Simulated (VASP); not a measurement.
# KBr (F-43m) in VASP: further runs

The runs below take KBr through single point, with PBE-based screened hybrid with 30 % exact exchange, PBE-based screened hybrid with 100 % exact exchange, PBE-based global hybrid with 35 % exact exchange, PBE-based screened hybrid with 50 % exact exchange, HSE06.

Program: VASP 6.6.1. These are calculated values, not measurements. Logs are shortened: lines on timing, memory, paths and dates and some standing lists are left out, and cuts for length are marked.

### 1 The cell of the first run

It takes space group F-43m (No. 216, cubic). Conventional cell: a = 7.377 Å, b = 7.377 Å, c = 7.377 Å, α = 90.00°, β = 90.00°, γ = 90.00°. Within 4.2 Å of K (site symmetry -43m) lie 4 Br at 3.19 Å. Br (site symmetry -43m) has 4 K at 3.19 Å within 4.2 Å.

### 2 Single point, PBE-based screened hybrid with 30 % exact exchange

Contents of POSCAR:

```
KBr
1.0
    0.0000000000      3.6882992926      3.6882992926
    3.6882992926      0.0000000000      3.6882992926
    3.6882992926      3.6882992926      0.0000000000
K Br
1 1
Direct
    0.0000000000      0.0000000000      0.0000000000
    0.2500000000      0.2500000000      0.2500000000
```

Contents of INCAR.step1:

```
SYSTEM = KBr
  PREC = Accurate
  ENCUT = 520
  EDIFF = 1E-5
  ISMEAR = 0
  SIGMA = 0.01
  LREAL = .False.
  LASPH = .True.
  NELM = 60
  ALGO = Normal
  ISIF = 2
  LWAVE = .True.
  GGA = PE
  NBANDS = 15
```

Contents of INCAR.step2:

```
SYSTEM = KBr
  PREC = Accurate
  ENCUT = 520
  EDIFF = 1E-6
  ISMEAR = 0
  SIGMA = 0.01
  LREAL = .False.
  LASPH = .True.
  NELM = 60
  ALGO = Normal
  ISIF = 2
  LWAVE = .False.
  LCHARG = .True.
  GGA = PE
  LHFCALC = .True.
  AEXX = 0.3
  HFSCREEN = 0.3
  PRECFOCK = Normal
  LELF = .True.
  LVHAR = .True.
  ISTART = 1
  NBANDS = 15
```

Contents of KPOINTS:

```
Automatic mesh
0
Gamma
  4 4 4
  0 0 0
```

Potentials or basis: VASP PAW PBE potentials, release 64 (K_sv, Br).

On the command line:

```sh
> cat potpaw_PBE.64/K_sv/POTCAR potpaw_PBE.64/Br/POTCAR > POTCAR
> cp INCAR.step1 INCAR
> mpirun -np 1 vasp_std > vasp.out
> cp INCAR.step2 INCAR
> mpirun -np 1 vasp_std > vasp.out
```

OUTCAR:

```text
SYSTEM = KBr
   PREC = Accurate
   ENCUT = 520
   EDIFF = 1E-6
   ISMEAR = 0
   LREAL = .False.
   LASPH = .True.
   NELM = 60
   ISIF = 2
   GGA = PE
   LHFCALC = .True.
   AEXX = 0.3
   HFSCREEN = 0.3
   PRECFOCK = Normal
   ISTART = 1

 ion  position               nearest neighbor table
   1  0.000  0.000  0.000-   2 3.19   2 3.19   2 3.19   2 3.19
   2  0.250  0.250  0.250-   1 3.19   1 3.19   1 3.19   1 3.19

  LATTYP: Found a face centered cubic cell.
 ALAT       =     7.3765985852

  Lattice vectors:

 A1 = (   0.0000000000,   3.6882992926,   3.6882992926)
 A2 = (   3.6882992926,   0.0000000000,   3.6882992926)
 A3 = (   3.6882992926,   3.6882992926,   0.0000000000)

Analysis of symmetry for initial positions (statically):
=====================================================================
 Subroutine PRICEL returns:
 Original cell was already a primitive cell.

 Routine SETGRP: Setting up the symmetry group for a
 face centered cubic supercell.

 Subroutine GETGRP returns: Found 24 space group operations
 (whereof 24 operations were pure point group operations)
 out of a pool of 48 trial point group operations.

The static configuration has the point symmetry T_d .

Analysis of symmetry for dynamics (positions and initial velocities):
=====================================================================
 Subroutine PRICEL returns:
 Original cell was already a primitive cell.

 Routine SETGRP: Setting up the symmetry group for a
 face centered cubic supercell.

 Subroutine GETGRP returns: Found 24 space group operations
 (whereof 24 operations were pure point group operations)
 out of a pool of 48 trial point group operations.

The dynamic configuration has the point symmetry T_d .

 Subroutine INISYM returns: Found 24 space group operations
 (whereof 24 operations are pure point group operations),
 and found     1 'primitive' translations

----------------------------------------------------------------------------------------

                                     Primitive cell

  volume of cell :     100.3479

  direct lattice vectors                    reciprocal lattice vectors
     0.000000000  3.688299293  3.688299293    -0.135563836  0.135563836  0.135563836
     3.688299293  0.000000000  3.688299293     0.135563836 -0.135563836  0.135563836
     3.688299293  3.688299293  0.000000000     0.135563836  0.135563836 -0.135563836

  length of vectors
     5.216042882  5.216042882  5.216042882     0.234803451  0.234803451  0.234803451

  position of ions in fractional coordinates (direct lattice)
[... 82 lines left out ...]
     AMIX_MAG =   1.60;   BMIX_MAG =  1.00
  volume/ion in A,a.u.               =      50.17       338.59
  Fermi-wavevector in a.u.,A,eV,Ry     =   0.887725  1.677558 10.722159  0.788056
  Thomas-Fermi vector in A             =   2.009061
   LORBIT       =      0    0 simple, 1 ext, 2 COOP (PROOUT), +10 PAW based schemes
   GGA     = PE    functional components
   LHFCALC =     T    Hartree Fock is set to
   PRECFOCK=normal    Normal, Fast or Accurate (Low or Medium for compatibility)
   ENCUT4O =  -1.0   cutoff for four orbital integrals eV
   NKREDX  =     1    reduce k-point grid by
   NKREDY  =     1    reduce k-point grid by
   NKREDZ  =     1    reduce k-point grid by
   AEXX    =    0.3000 exact exchange contribution
   HFSCREEN=    0.3000 screening length (either q_TF or 0.3 A-1)
   HFSCREENC=   0.3000 screening length for correlation (either q_TF or 0.3 A-1)
   ENCUTFOCK=  -1.0 apply spherical cutoff to Coloumb kernel
   IVDW    =     0    specifies the selected vdW correction
   LEPSILON=     F    determine dielectric tensor
   LRPA    =     F    only Hartree local field effects (RPA)
 non-spin polarized calculation
 Gauss-broadening in eV      SIGMA  =   0.01
  energy-cutoff  :      520.00
  volume of cell :      100.35
 maximum number of plane-waves:      2733
 NGX is ok and might be reduce to    40
  NGX = 30; NGY = 30; NGZ = 30

 number of electron      15.9999997 magnetization

 Free energy of the ion-electron system (eV)
  ---------------------------------------------------
  ext. energy  EPLUGINS =         0.00000000
  ---------------------------------------------------
  free energy    TOTEN  =        -6.96533118 eV

  energy without entropy =       -6.96533118  energy(sigma->0) =       -6.96533118

 E-fermi :  -3.9500     XC(G=0):  -4.9875

 val. band max:       -3.9992056928   @ k =  -0.2500   0.2500   0.0000
 cond. band min:       1.3435107628   @ k =   0.0000   0.0000   0.0000
 fundamental gap:      5.3427164555
 Fermi energy:        -3.9500266437

 k-point     1 :       0.0000    0.0000    0.0000
  band No.  band energies     occupation
      1     -34.3357      2.00000
      2     -17.0249      2.00000
      3     -16.2293      2.00000
      4     -16.2293      2.00000
      5     -16.2293      2.00000
      6      -4.0119      2.00000
      7      -4.0119      2.00000
      8      -4.0119      2.00000
      9       1.3435      0.00000
     10       6.0346      0.00000
     11       6.0346      0.00000
     12       6.9183      0.00000
     13       6.9183      0.00000
     14       6.9183      0.00000
[... 113 lines left out ...]
      2     -17.2537      2.00000
      3     -16.2519      2.00000
      4     -16.2464      2.00000
      5     -15.9405      2.00000
      6      -4.2636      2.00000
      7      -4.2017      2.00000
      8      -4.0273      2.00000
      9       3.4200      0.00000
     10       4.3508      0.00000
     11       5.9617      0.00000
     12       6.1092      0.00000
     13       6.7549      0.00000
     14       7.2030      0.00000
     15       7.9744      0.00000

------------------------ aborting loop because EDIFF is reached ----------------------------------------

  FORCE on cell =-STRESS in cart. coord.  units (eV):
  Direction    XX          YY          ZZ          XY          YZ          ZX
  --------------------------------------------------------------------------------------
  -------------------------------------------------------------------------------------
  Total        0.0875737      0.0875737      0.0875737     -0.0000000     -0.0000000     -0.0000000
  in kB        1.3982205      1.3982205      1.3982205     -0.0000000     -0.0000000     -0.0000000
  external PRESSURE =       1.3982205 kB  Pullay stress =       0.0000000 kB

 VOLUME and BASIS-vectors are now :
 -----------------------------------------------------------------------------
  energy-cutoff  :      520.00
  volume of cell :      100.35
      direct lattice vectors                 reciprocal lattice vectors
     0.000000000  3.688299293  3.688299293    -0.135563836  0.135563836  0.135563836
     3.688299293  0.000000000  3.688299293     0.135563836 -0.135563836  0.135563836
     3.688299293  3.688299293  0.000000000     0.135563836  0.135563836 -0.135563836

 POSITION                                       TOTAL-FORCE (eV/Angst)
 -----------------------------------------------------------------------------------
      0.00000      0.00000      0.00000        -0.000000     -0.000000      0.000000
      1.84415      1.84415      1.84415         0.000000      0.000000     -0.000000
 -----------------------------------------------------------------------------------
    total drift:                                0.000001     -0.000000     -0.000006

  FREE ENERGIE OF THE ION-ELECTRON SYSTEM (eV)
  ---------------------------------------------------
  free  energy   TOTEN  =        -6.9653311776 eV

  energy  without entropy=       -6.9653311776  energy(sigma->0) =       -6.96533118
```

It took 9.8 min on 1 thread of AMD EPYC 7R13 (Zen 3), shared host; peak memory 0.33 GiB.

What came out:

* Free energy: -6.9653 eV
* Pressure: 0.1 GPa
* Band gap on the k mesh: 5.34 eV (least direct gap 5.36 eV)

Levels at points of the mesh, in eV from the valence-band top:
```tsv
k point	band 6	band 7	band 8	band 9	band 10	band 11
(0.00, 0.00, 0.00)	-0.01	-0.01	-0.01	5.34	10.03	10.03
(0.50, 0.00, 0.00)	-0.39	0.00	0.00	7.64	8.09	9.47
(0.50, 0.50, 0.00)	-0.44	-0.02	-0.02	7.13	8.33	10.21
```

Caveat: the PAW data sets were made with another functional, which shifts forces and pressure a little. A k mesh can miss the band edges.

### 3 Single point, PBE-based screened hybrid with 100 % exact exchange

POSCAR is that of step 2.

Contents of INCAR.step1:

```
SYSTEM = KBr
PREC = Accurate
ENCUT = 520
EDIFF = 1E-5
ISMEAR = 0
SIGMA = 0.01
LREAL = .FALSE.
LASPH = .TRUE.
NELM = 80
ALGO = Normal
ISIF = 2
LWAVE = .TRUE.
GGA = PE
NBANDS = 15
```

Contents of INCAR.step2:

```
SYSTEM = KBr
PREC = Accurate
ENCUT = 520
EDIFF = 1E-7
ISMEAR = 0
SIGMA = 0.01
LREAL = .FALSE.
LASPH = .TRUE.
NELM = 80
ALGO = Normal
ISIF = 2
LWAVE = .FALSE.
LCHARG = .TRUE.
GGA = PE
LHFCALC = .TRUE.
AEXX = 1.0
HFSCREEN = 0.1
PRECFOCK = Normal
LELF = .TRUE.
LVHAR = .TRUE.
ISTART = 1
NBANDS = 15
ALDAC = 1.0
AGGAC = 1.0
```

Contents of KPOINTS:

```
regular mesh
0
G
  4 4 4
  0 0 0
```

Potentials or basis: VASP PAW PBE potentials, release 64 (K_sv, Br).

On the command line:

```sh
> cat potpaw_PBE.64/K_sv/POTCAR potpaw_PBE.64/Br/POTCAR > POTCAR
> cp INCAR.step1 INCAR
> mpirun -np 1 vasp_std > vasp.out
> cp INCAR.step2 INCAR
> mpirun -np 1 vasp_std > vasp.out
```

It took 17 min on 1 thread of AMD EPYC 7R13 (Zen 3), shared host; peak memory 0.33 GiB.

The run converged. Its results:

| Quantity | Value |
| --- | --- |
| Free energy | -11.0212 eV |
| Pressure | -0.3 GPa |
| Band gap on the k mesh | 10.41 eV (least direct gap 10.41 eV) |

Levels at points of the mesh, in eV from the valence-band top:
| k point | band 4 | band 5 | band 6 | band 7 | band 8 | band 9 | band 10 | band 11 | band 12 | band 13 |
| --- | --- | --- | --- | --- | --- | --- | --- | --- | --- | --- |
| (0.00, 0.00, 0.00) | -14.47 | -14.47 | -0.01 | -0.01 | -0.01 | 10.41 | 16.00 | 16.00 | 16.45 | 16.45 |
| (0.50, 0.00, 0.00) | -14.48 | -14.26 | -0.41 | 0.00 | 0.00 | 12.81 | 13.25 | 15.02 | 15.02 | 17.38 |
| (0.50, 0.50, 0.00) | -14.49 | -14.19 | -0.46 | -0.03 | -0.03 | 12.15 | 13.54 | 15.96 | 16.74 | 16.74 |

Caveat: the PAW data sets were made with another functional, which shifts forces and pressure a little.

### 4 Single point, PBE-based global hybrid with 35 % exact exchange

POSCAR is that of step 3.

Contents of INCAR.step1:

```
PREC     = Accurate       # precision mode
ENCUT    = 520            # plane-wave cutoff, eV
EDIFF    = 1E-5           # SCF threshold, eV
ISMEAR   = 0              # smearing method
SIGMA    = 0.01           # smearing width, eV
LREAL    = F              # projectors in reciprocal space
LASPH    = T              # aspherical terms in the spheres
NELM     = 100            # most SCF steps
ALGO     = Normal         # electronic algorithm
ISIF     = 2              # what is computed and relaxed
LWAVE    = T              # write WAVECAR
LCHARG   = F              # write CHGCAR
NBANDS   = 15             # bands
GGA      = PE             # functional
```

Contents of INCAR.step2:

```
PREC     = Accurate       # precision mode
ENCUT    = 520            # plane-wave cutoff, eV
EDIFF    = 1E-6           # SCF threshold, eV
ISMEAR   = 0              # smearing method
SIGMA    = 0.01           # smearing width, eV
LREAL    = F              # projectors in reciprocal space
LASPH    = T              # aspherical terms in the spheres
NELM     = 100            # most SCF steps
ALGO     = Normal         # electronic algorithm
ISIF     = 2              # what is computed and relaxed
LWAVE    = F              # write WAVECAR
LCHARG   = F              # write CHGCAR
GGA      = PE             # functional
LHFCALC  = T              # exact exchange
AEXX     = 0.35           # exact-exchange fraction
PRECFOCK = Normal       
NBANDS   = 15             # bands
ISTART   = 1
```

Contents of KPOINTS:

```
Automatic mesh
0
Gamma
  4 4 4
```

On the command line:

```sh
> cat potpaw_PBE.64/K_sv/POTCAR potpaw_PBE.64/Br/POTCAR > POTCAR
> cp INCAR.step1 INCAR
> mpirun -np 1 vasp_std > vasp.out
> cp INCAR.step2 INCAR
> mpirun -np 1 vasp_std > vasp.out
```

It took 9.4 min on 1 thread of AMD EPYC 7R13 (Zen 3), shared host; peak memory 0.22 GiB.

The run converged. Its results:

| Quantity | Value |
| --- | --- |
| Free energy | -8.0784 eV |
| Pressure | 0.1 GPa |
| Band gap on the k mesh | 6.89 eV (least direct gap 6.90 eV) |

Levels at points of the mesh, in eV from the valence-band top:
| k point | band 5 | band 6 | band 7 | band 8 | band 9 | band 10 | band 11 | band 12 |
| --- | --- | --- | --- | --- | --- | --- | --- | --- |
| (0.00, 0.00, 0.00) | -12.45 | -0.01 | -0.01 | -0.01 | 6.89 | 11.76 | 11.76 | 12.58 |
| (0.50, 0.00, 0.00) | -12.24 | -0.42 | 0.00 | 0.00 | 9.22 | 9.68 | 11.14 | 11.14 |
| (0.50, 0.50, 0.00) | -12.17 | -0.46 | -0.03 | -0.03 | 8.68 | 9.93 | 11.90 | 12.62 |

Caveat: the PAW data sets were made with another functional, which shifts forces and pressure a little. A k mesh can miss the band edges.

### 5 Single point, PBE-based screened hybrid with 50 % exact exchange

POSCAR is that of step 4.

Contents of INCAR.step1:

```
SYSTEM = KBr
PREC = Accurate
ENCUT = 520
EDIFF = 1E-5
ISMEAR = 0
SIGMA = 0.01
LREAL = .FALSE.
LASPH = .TRUE.
NELM = 100
ALGO = Normal
ISIF = 2
LWAVE = .TRUE.
LCHARG = .FALSE.
NBANDS = 15
GGA = PE
```

Contents of INCAR.step2:

```
SYSTEM = KBr
PREC = Accurate
ENCUT = 520
EDIFF = 1E-6
ISMEAR = 0
SIGMA = 0.01
LREAL = .FALSE.
LASPH = .TRUE.
NELM = 100
ALGO = Normal
ISIF = 2
LWAVE = .FALSE.
LCHARG = .FALSE.
GGA = PE
LHFCALC = .TRUE.
AEXX = 0.5
HFSCREEN = 0.3
PRECFOCK = Normal
NBANDS = 15
ISTART = 1
```

Contents of KPOINTS:

```
Automatic mesh
0
G
  4 4 4
  0 0 0
```

Potentials or basis: VASP PAW PBE potentials, release 64 (K_sv, Br).

On the command line:

```sh
> cat potpaw_PBE.64/K_sv/POTCAR potpaw_PBE.64/Br/POTCAR > POTCAR
> cp INCAR.step1 INCAR
> mpirun -np 1 vasp_std > vasp.out
> cp INCAR.step2 INCAR
> mpirun -np 1 vasp_std > vasp.out
```

OUTCAR:

```text
SYSTEM = KBr
   PREC = Accurate
   ENCUT = 520
   EDIFF = 1E-6
   ISMEAR = 0
   LREAL = .FALSE.
   LASPH = .TRUE.
   NELM = 100
   ISIF = 2
   GGA = PE
   LHFCALC = .TRUE.
   AEXX = 0.5
   HFSCREEN = 0.3
   PRECFOCK = Normal
   ISTART = 1

 ion  position               nearest neighbor table
   1  0.000  0.000  0.000-   2 3.19   2 3.19   2 3.19   2 3.19
   2  0.250  0.250  0.250-   1 3.19   1 3.19   1 3.19   1 3.19

  LATTYP: Found a face centered cubic cell.
 ALAT       =     7.3765985852

[... 322 lines left out ...]

------------------------ aborting loop because EDIFF is reached ----------------------------------------

  FORCE on cell =-STRESS in cart. coord.  units (eV):
  Direction    XX          YY          ZZ          XY          YZ          ZX
  --------------------------------------------------------------------------------------
  -------------------------------------------------------------------------------------
  Total        0.0246107      0.0246107      0.0246107     -0.0000000     -0.0000000     -0.0000000
  in kB        0.3929394      0.3929394      0.3929394     -0.0000000     -0.0000000     -0.0000000
  external PRESSURE =       0.3929394 kB  Pullay stress =       0.0000000 kB

 VOLUME and BASIS-vectors are now :
 -----------------------------------------------------------------------------
  energy-cutoff  :      520.00
  volume of cell :      100.35
      direct lattice vectors                 reciprocal lattice vectors
     0.000000000  3.688299293  3.688299293    -0.135563836  0.135563836  0.135563836
     3.688299293  0.000000000  3.688299293     0.135563836 -0.135563836  0.135563836
     3.688299293  3.688299293  0.000000000     0.135563836  0.135563836 -0.135563836

 POSITION                                       TOTAL-FORCE (eV/Angst)
 -----------------------------------------------------------------------------------
      0.00000      0.00000      0.00000        -0.000000     -0.000000     -0.000000
      1.84415      1.84415      1.84415         0.000000      0.000000      0.000000
 -----------------------------------------------------------------------------------
    total drift:                                0.000002     -0.000000     -0.000009

  FREE ENERGIE OF THE ION-ELECTRON SYSTEM (eV)
  ---------------------------------------------------
  free  energy   TOTEN  =        -7.6170950791 eV

  energy  without entropy=       -7.6170950791  energy(sigma->0) =       -7.61709508
```

OSZICAR.step1:

```text
N       E                     dE             d eps       ncg     rms          rms(c)
DAV:   1     0.103543906701E+03    0.10354E+03   -0.64736E+03   240   0.896E+02
DAV:   2     0.196169272071E+01   -0.10158E+03   -0.93083E+02   296   0.206E+02
DAV:   3    -0.603099765848E+01   -0.79927E+01   -0.79615E+01   317   0.550E+01
DAV:   4    -0.635569692250E+01   -0.32470E+00   -0.32455E+00   407   0.934E+00
DAV:   5    -0.635692254376E+01   -0.12256E-02   -0.12256E-02   324   0.711E-01    0.317E+00
DAV:   6    -0.604540731750E+01    0.31152E+00   -0.40784E-01   331   0.266E+00    0.223E+00
DAV:   7    -0.600976961859E+01    0.35638E-01   -0.20579E-01   331   0.212E+00    0.110E+00
DAV:   8    -0.603062695130E+01   -0.20857E-01   -0.25059E-02   332   0.101E+00    0.196E-01
DAV:   9    -0.603259130102E+01   -0.19643E-02   -0.12154E-03   296   0.193E-01    0.133E-01
DAV:  10    -0.603472236882E+01   -0.21311E-02   -0.17449E-03   240   0.224E-01    0.323E-02
DAV:  11    -0.603476033256E+01   -0.37964E-04   -0.97514E-05   310   0.657E-02    0.106E-02
DAV:  12    -0.603477411372E+01   -0.13781E-04   -0.17477E-05   231   0.310E-02    0.625E-03
DAV:  13    -0.603477453400E+01   -0.42028E-06   -0.16335E-06   253   0.768E-03
   1 F= -.60347745E+01 E0= -.60347745E+01  d E =-.180924E-67
```

Wall time 21 min (1 thread of Oxide Virtual Turin-like, shared host); peak memory 0.33 GiB.

Results:

```yaml
Free_energy: -7.6171 eV
Pressure: 0.0 GPa
Band_gap_on_the_k_mesh: 6.08 eV (least direct gap 6.09 eV)
```

Caveat: the PAW data sets were made with another functional, which shifts forces and pressure a little.

[end of part 1 of 2]
